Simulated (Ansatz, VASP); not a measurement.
# Two plane-wave programs on NaBe5H

Contents of INCAR:

```
SYSTEM = NaBe5H
ALGO = Normal
EDIFF = 1E-7
EDIFFG = -0.04
ENCUT = 600
GGA = PE
IBRION = 2
ISIF = 3
ISMEAR = 0
LASPH = .TRUE.
LCHARG = .FALSE.
LREAL = .FALSE.
LWAVE = .FALSE.
NELM = 80
NSW = 90
PREC = Accurate
SIGMA = 0.1
```

Contents of KPOINTS:

```
k-points
0
G
  6 6 4
  0 0 0
```

File POSCAR:

```
NaBe5H
1.0
    3.9669567400      0.0000000000      0.0000000000
   -1.9834783700      3.4354853100      0.0000000000
    0.0000000000      0.0000000000      5.8325664900
Na Be H
1 5 1
Direct
    0.0000000000      0.0000000000      0.5000000000
    0.5000000000      0.0000000000      0.5000000000
    0.0000000000      0.5000000000      0.5000000000
    0.5000000000      0.5000000000      0.5000000000
    0.0000000000      0.0000000000      0.1724799600
    0.0000000000      0.0000000000      0.8275200400
    0.0000000000      0.0000000000      0.0000000000
```

Input for Ansatz:

```yaml
crystal:
  lattice:
    - [3.96695674, 0.0, 0.0]
    - [-1.98347837, 3.43548531, 0.0]
    - [0.0, 0.0, 5.83256649]
  atoms:
    - { symbol: Na, position: [0.0, 0.0, 0.5] }
    - { symbol: Be, position: [0.5, 0.0, 0.5] }
    - { symbol: Be, position: [0.0, 0.5, 0.5] }
    - { symbol: Be, position: [0.5, 0.5, 0.5] }
    - { symbol: Be, position: [0.0, 0.0, 0.17247996] }
    - { symbol: Be, position: [0.0, 0.0, 0.82752004] }
    - { symbol: H, position: [0.0, 0.0, 0.0] }
basis:
  ecutwfc: 420
kpoints:
  mp_grid: { grid: [6, 6, 4] }
hamiltonian:
  xc: pbe
scf:
  occupations: { method: gaussian, width: 0.1 }
  lower_state_search: "off"
output:
  forces: true
  stress: true
  eigenvalues: true
relax:
  adjacent_minimum: "off"
  f_tol: 0.04
  max_steps: 70
  cell: { stress_tol: 0.4 }
```

Alike in both runs: task relaxation of cell and atoms; functional PBE; k mesh 6 × 6 × 4; occupations gaussian, width 0.1 eV; no spin polarisation.

```csv
,VASP,Ansatz
version,VASP 6.6.1,Ansatz 0.2.0
potentials or method,"VASP PAW PBE potentials, release 64 (Na_pv, Be, H), cutoff 600 eV","scalar-relativistic, plane waves, PAW"
valence electrons in the cell,18,20
```

|  | VASP | Ansatz | Ansatz less VASP |
| --- | --- | --- | --- |
| gap on the k mesh at the Fermi level, each at its own relaxed structure (eV) | none | none | - |
| relaxed volume (Å³/atom) | 20.72 | 20.61 | -0.108 |
| relaxed cell length with the largest relative difference (Å) | 7.352 | 7.334 | -0.0185 |

A gap of «none» marks a metal or a gap that the smearing closes. VASP's potentials hold 18 valence electrons a cell and Ansatz's 20, so a difference there can come from the potentials and not from the codes.

Noted on VASP's run: the volume moved by over 15 % at a fixed basis, so the end points are rough.
